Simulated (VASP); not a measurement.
# HPbNO4 (P1) in VASP: a series of runs

Runs on HPbNO4. Level: PBE. Tasks: single point, relaxation of cell and atoms.

Program: VASP 6.6.1. These are calculated values, not measurements. Logs are shortened: lines on timing, memory, paths and dates and some standing lists are left out, and cuts for length are marked.

## (1) The cell of the first run

The typed cell holds 7 atoms: a = 4.131 Å, b = 4.228 Å, c = 6.659 Å, α = 72.46°, β = 72.33°, γ = 62.01°.

## (2) Single point, PBE

INCAR

```
SYSTEM = HPbNO4
  ALGO = Normal
  EDIFF = 1E-7
  ENCUT = 520
  GGA = PE
  ISIF = 2
  ISMEAR = -1
  LASPH = .True.
  LCHARG = .True.
  LELF = .True.
  LREAL = .False.
  LVHAR = .True.
  LWAVE = .False.
  NBANDS = 31
  NELM = 80
  PREC = Accurate
  SIGMA = 0.05
```

KPOINTS

```
k-points
0
Gamma
  5 5 3
  0 0 0
```

POSCAR

```
HPbNO4
1.0
    4.1309865111     -0.0013620294      0.0036062306
    1.9853305273      3.7326515635     -0.0119945832
    2.0162511335      1.2204957745      6.2283477843
H Pb N O
1 1 1 4
Direct
    0.8943637544      0.6822081073      0.6211087097
    0.1372803200      0.9419435866      0.8838345555
    0.2572327460      0.2853991299      0.3046632922
    0.8325676278      0.6511567499      0.7787066930
    0.3913534613      0.2139832330      0.1149065944
    0.3125542940      0.0289299399      0.4628688103
    0.0733777964      0.6121792535      0.3254113448
```

Potentials or basis: VASP PAW PBE potentials, release 64 (H, Pb_d, N, O).

Command:

```
$ cat potpaw_PBE.64/H/POTCAR potpaw_PBE.64/Pb_d/POTCAR potpaw_PBE.64/N/POTCAR potpaw_PBE.64/O/POTCAR > POTCAR
$ mpirun -np 1 vasp_std > vasp.out
```

OUTCAR:

```text
SYSTEM = HPbNO4
   EDIFF = 1E-7
   ENCUT = 520
   GGA = PE
   ISIF = 2
   ISMEAR = -1
   LASPH = .True.
   LREAL = .False.
   NELM = 80
   PREC = Accurate

 ion  position               nearest neighbor table
   1  0.894  0.682  0.621-   4 0.98
   2  0.137  0.942  0.884-   4 2.47   4 2.50   4 2.61   6 2.63   5 2.82   5 2.83   5 2.84   7 2.84

   3  0.257  0.285  0.305-   6 1.25   7 1.25   5 1.28
   4  0.833  0.651  0.779-   1 0.98   2 2.47   2 2.50   2 2.61
   5  0.391  0.214  0.115-   3 1.28   2 2.82   2 2.83   2 2.84
   6  0.313  0.029  0.463-   3 1.25   2 2.63
   7  0.073  0.612  0.325-   3 1.25   2 2.84

  Warning from LATTYP: Got some problem with cell dimensions!
  Tried to take original basis but could not verify dimensions!
  LATTYP: Found a triclinic cell.
 ALAT       =     7.4684372071
 B/A-ratio  =     0.5660901838
 C/A-ratio  =     0.8953328064
 COS(alpha) =     0.0101752761
 COS(beta)  =     0.1860346936
 COS(gamma) =     0.8726011533

  Lattice vectors:

 A1 = (   0.1603254565,  -7.4666651564,   0.0275953970)
 A2 = (  -1.9853305273,  -3.7326515635,   0.0119945832)
 A3 = (   2.1147353776,  -1.2218578039,  -6.2247415537)

Analysis of symmetry for initial positions (statically):
=====================================================================
 Subroutine PRICEL returns:
 Original cell was already a primitive cell.

 Routine SETGRP: Setting up the symmetry group for a
 triclinic supercell.

 Subroutine GETGRP returns: Found  1 space group operations
 (whereof  1 operations were pure point group operations)
 out of a pool of  2 trial point group operations.

The static configuration has the point symmetry C_1 .

Analysis of symmetry for dynamics (positions and initial velocities):
=====================================================================
 Subroutine PRICEL returns:
 Original cell was already a primitive cell.

 Routine SETGRP: Setting up the symmetry group for a
 triclinic supercell.

 Subroutine GETGRP returns: Found  1 space group operations
 (whereof  1 operations were pure point group operations)
 out of a pool of  2 trial point group operations.

The dynamic configuration has the point symmetry C_1 .

 Subroutine INISYM returns: Found  1 space group operations
 (whereof  1 operations are pure point group operations),
 and found     1 'primitive' translations

[... 104 lines left out ...]
   EDIFF  = 0.1E-06   stopping-criterion for ELM
   LREAL  =      F    real-space projection
   EDIFFG = 0.1E-05   stopping-criterion for IOM
   NSW    =      0    number of steps for IOM
   IBRION =     -1    ionic relax: 0-MD 1-quasi-New 2-CG
   NFREE  =      0    steps in history (QN), initial steepest desc. (CG)
   ISIF   =      2    stress and relaxation
   ISYM   =      2    0-nonsym 1-usesym 2-fastsym
   POTIM  = 0.5000    time-step for ionic-motion
   TEBEG  =    0.0;   TEEND  =   0.0 temperature during run
   PSTRESS=    0.0 pullay stress
   NELECT =      44.0000    total number of electrons
   NUPDOWN=      -1.0000    fix difference up-down
   EMIN   =  10.00;   EMAX   =-10.00  energy-range for DOS
   EFERMI =   0.00;   METHOD = LEGACY
   ISMEAR =    -1;   SIGMA  =   0.05  broadening in eV -4-tet -1-fermi 0-gaus
   EFERMI_NEDOS =   21; number of points for ismear=-14 and -15
   IALGO  =     38    algorithm
   IMIX   =      4    mixing-type and parameters
     AMIX     =   0.40;   BMIX     =  1.00
     AMIX_MAG =   1.60;   BMIX_MAG =  1.00
  volume/ion in A,a.u.               =      13.73        92.64
  Fermi-wavevector in a.u.,A,eV,Ry     =   1.261795  2.384447 21.662204  1.592127
  Thomas-Fermi vector in A             =   2.395236
   LORBIT       =      0    0 simple, 1 ext, 2 COOP (PROOUT), +10 PAW based schemes
   GGA     = PE    functional components
   LHFCALC =     F    Hartree Fock is set to
   AEXX    =    0.0000 exact exchange contribution
   IVDW    =     0    specifies the selected vdW correction
   LEPSILON=     F    determine dielectric tensor
   LRPA    =     F    only Hartree local field effects (RPA)
 non-spin polarized calculation
  energy-cutoff  :      520.00
  volume of cell :       96.10
 maximum number of plane-waves:      2609
   NGX = 15   NGY = 15   NGZ = 25

 number of electron      43.9999998 magnetization

 Free energy of the ion-electron system (eV)
  ---------------------------------------------------
  ext. energy  EPLUGINS =         0.00000000
  ---------------------------------------------------
  free energy    TOTEN  =       -40.39721920 eV

  energy without entropy =      -40.39721920  energy(sigma->0) =      -40.39721920

 E-fermi :   2.4711     XC(G=0):  -8.8822

 val. band max:        1.3697091671   @ k =  -0.4000   0.2000   0.3333
 cond. band min:       4.0736838499   @ k =  -0.2000   0.4000   0.3333
 fundamental gap:      2.7039746829
 Fermi energy:         2.4710933821

 k-point     1 :       0.0000    0.0000    0.0000
  band No.  band energies     occupation
      1     -24.7604      2.00000
      2     -19.3139      2.00000
      3     -19.0101      2.00000
      4     -16.4502      2.00000
      5     -13.8960      2.00000
      6     -13.8824      2.00000
[... 805 lines left out ...]
     30      12.1820      0.00000
     31      13.5473      0.00000

 [... further k-points ...]

------------------------ aborting loop because EDIFF is reached ----------------------------------------

  FORCE on cell =-STRESS in cart. coord.  units (eV):
  Direction    XX          YY          ZZ          XY          YZ          ZX
  --------------------------------------------------------------------------------------
  -------------------------------------------------------------------------------------
  Total        1.0399536      1.8109032      1.8464850     -0.0438538     -0.0618769      0.0050441
  in kB       17.3385987     30.1922347     30.7854702     -0.7311509     -1.0316408      0.0840981
  external PRESSURE =      26.1054345 kB  Pullay stress =       0.0000000 kB

 VOLUME and BASIS-vectors are now :
 -----------------------------------------------------------------------------
  energy-cutoff  :      520.00
  volume of cell :       96.10
      direct lattice vectors                 reciprocal lattice vectors
     4.130986511 -0.001362029  0.003606231     0.242076775 -0.128926938 -0.053101208
     1.985330527  3.732651564 -0.011994583     0.000134079  0.267666065 -0.052494763
     2.016251133  1.220495775  6.228347784    -0.000139905  0.000590122  0.160485875

 POSITION                                       TOTAL-FORCE (eV/Angst)
 -----------------------------------------------------------------------------------
      6.30132      3.30329      3.86352        -0.000945     -0.005611     -0.109525
      4.21920      4.59448      5.49403         0.000750      0.003975      0.006459
      2.24351      1.43679      1.89505         0.005004     -0.053297     -0.081172
      6.30216      3.37982      4.84525         0.000788      0.004315      0.093493
      2.27318      0.93843      0.71452         0.006821     -0.125811     -0.297481
      2.28185      0.67249      2.88369         0.011964     -0.252746      0.343500
      2.17461      2.68212      2.01970        -0.024382      0.429175      0.044728
 -----------------------------------------------------------------------------------
    total drift:                               -0.000452     -0.000596      0.000356

  FREE ENERGIE OF THE ION-ELECTRON SYSTEM (eV)
  ---------------------------------------------------
  free  energy   TOTEN  =       -40.3972192038 eV

  energy  without entropy=      -40.3972192038  energy(sigma->0) =      -40.39721920
```

Wall time 80 s (1 thread of AMD EPYC 9R45 (Zen 5), shared host); peak memory 0.25 GiB.

What came out:

```
Free energy            : -40.3972 eV
Pressure               : 2.6 GPa
Largest force          : 0.432 eV/Å
Band gap on the k mesh : 2.70 eV
```

Forces in eV/Å, atoms in the order of the input:
```
H   -0.001 -0.006 -0.110
Pb   0.001  0.004  0.006
N    0.005 -0.053 -0.081
O    0.001  0.004  0.093
O    0.007 -0.126 -0.297
O    0.012 -0.253  0.344
O   -0.024  0.429  0.045
```

Levels at points of the mesh, in eV from the valence-band top:
```
           k point  band 20  band 21  band 22  band 23  band 24  band 25
(0.00, 0.00, 0.00)    -1.58    -1.55    -0.87     3.47     4.36     5.72
```

Caveat: the standard files for N, O and F lose accuracy on very short bonds; spin-orbit coupling is left out, which moves the levels of the heavy elements. A k mesh can miss the band edges.

## (3) Relaxation of cell and atoms, PBE, target pressure 2 GPa, at which the enthalpy is minimised

This run uses another cell than the first one, of 14.48 Å³/atom.

INCAR

```
SYSTEM = HPbNO4
ALGO = Normal
EDIFF = 1E-6
EDIFFG = -0.01
ENCUT = 600
GGA = PE
IBRION = 2
ISIF = 3
ISMEAR = -1
LASPH = .True.
LCHARG = .False.
LREAL = .False.
LWAVE = .False.
NELM = 60
NSW = 60
PREC = Accurate
PSTRESS = 20.0
SIGMA = 0.05
```

KPOINTS is that of step 2.

POSCAR

```
HPbNO4
1.0
    4.2040700000      0.0000000000      0.0000000000
    2.0217200000      3.8395200000      0.0000000000
    2.0468600000      1.2790000000      6.2813200000
H Pb N O
1 1 1 4
Direct
    0.8914500000      0.6820200000      0.6279600000
    0.1442600000      0.9287200000      0.8835200000
    0.2567000000      0.2886100000      0.3017100000
    0.8310800000      0.6505600000      0.7840500000
    0.3869400000      0.2238000000      0.1129500000
    0.3110400000      0.0357600000      0.4585600000
    0.0772600000      0.6063300000      0.3227500000
```

Potentials or basis: VASP PAW PBE potentials, release 64 (H, Pb_d, N, O).

Command:

```
$ cat potpaw_PBE.64/H/POTCAR potpaw_PBE.64/Pb_d/POTCAR potpaw_PBE.64/N/POTCAR potpaw_PBE.64/O/POTCAR > POTCAR
$ mpirun -np 1 vasp_std > vasp.out
```

It took 21 min on 1 thread of AMD EPYC 9R45 (Zen 5), shared host; peak memory 0.33 GiB.

The run converged. Its results:

```yaml
Free_energy: -40.4214 eV
Relaxed_volume: 13.61 Å³/atom
Relaxed_cell: a = 4.107 Å, b = 4.215 Å, c = 6.646 Å, α = 72.64°, β = 72.39°, γ = 62.11°
Space_group_after_relaxing_to_0.1_Å: P1 (No. 1)
Energy_change_on_relaxing_the_run_minimises_the_enthalpy: +3.5 meV/atom
Ionic_steps: 43
Pressure_after_relaxing: 2.0 GPa
Largest_force_after_relaxing: 0.009 eV/Å
Band_gap_on_the_k_mesh: 2.61 eV
```

Forces in eV/Å, atoms in the order of the input:
```
H   -0.001  0.005 -0.003
Pb  -0.002  0.002  0.003
N    0.007  0.001 -0.004
O    0.002 -0.001 -0.002
O   -0.002 -0.009  0.002
O   -0.001 -0.002  0.002
O   -0.002  0.004  0.001
```

Stress tensor (GPa, compression positive):
```
 2.02 -0.01  0.00
-0.01  1.97  0.00
 0.00  0.00  2.07
```

The path:
```
step  energy change (eV)  largest force (eV/Å)  pressure (GPa)  volume (Å³)
   1              0.0000                0.4174            0.46       101.39
   3              0.0030                0.5257           -0.30        99.46
   5              0.0209                0.1868            1.89        96.47
   7              0.0216                0.1549            2.03        96.33
   9              0.0215                0.1956            2.12        96.24
  11              0.0204                0.2830            2.05        96.08
  13              0.0189                0.1072            1.79        96.03
  15              0.0191                0.1086            1.78        95.97
  17              0.0242                0.2069            2.08        95.56
  19              0.0214                0.0882            1.91        95.70
  21              0.0232                0.1395            1.85        95.52
  23              0.0265                0.0878            2.05        95.18
  25              0.0290                0.0607            2.19        94.96
  27              0.0275                0.0760            2.15        95.06
  29              0.0252                0.0426            2.02        95.22
  31              0.0236                0.0634            1.91        95.35
  33              0.0225                0.0505            1.99        95.42
  35              0.0218                0.0260            1.92        95.46
  37              0.0230                0.0369            1.89        95.36
  39              0.0241                0.0113            2.00        95.26
  41              0.0247                0.0131            2.05        95.21
  43              0.0244                0.0093            2.02        95.24
```

Final structure:
```
H Pb N O
1.0
     4.10737   -0.00198    0.00418
     1.97343    3.72445   -0.01680
     2.00549    1.20925    6.22021
H Pb N O
1 1 1 4
Cartesian
  6.2664 3.2808 3.8448
  4.1969 4.5786 5.4840
  2.2299 1.4338 1.8954
  6.2668 3.3585 4.8292
  2.2615 0.9342 0.7105
  2.2674 0.6668 2.8889
  2.1603 2.6855 2.0197
```

Levels at points of the mesh, in eV from the valence-band top:
```csv
k point,band 18,band 19,band 20,band 21,band 22,band 23,band 24,band 25,band 26
"(0.00, 0.00, 0.00)",-2.28,-2.16,-1.59,-1.57,-0.94,3.37,4.36,5.73,6.39
```

Caveat: the cell is relaxed towards a set pressure, so the run minimises the enthalpy, not the energy; the standard files for N, O and F lose accuracy on very short bonds; spin-orbit coupling is left out, which moves the levels of the heavy elements. A k mesh can miss the band edges.
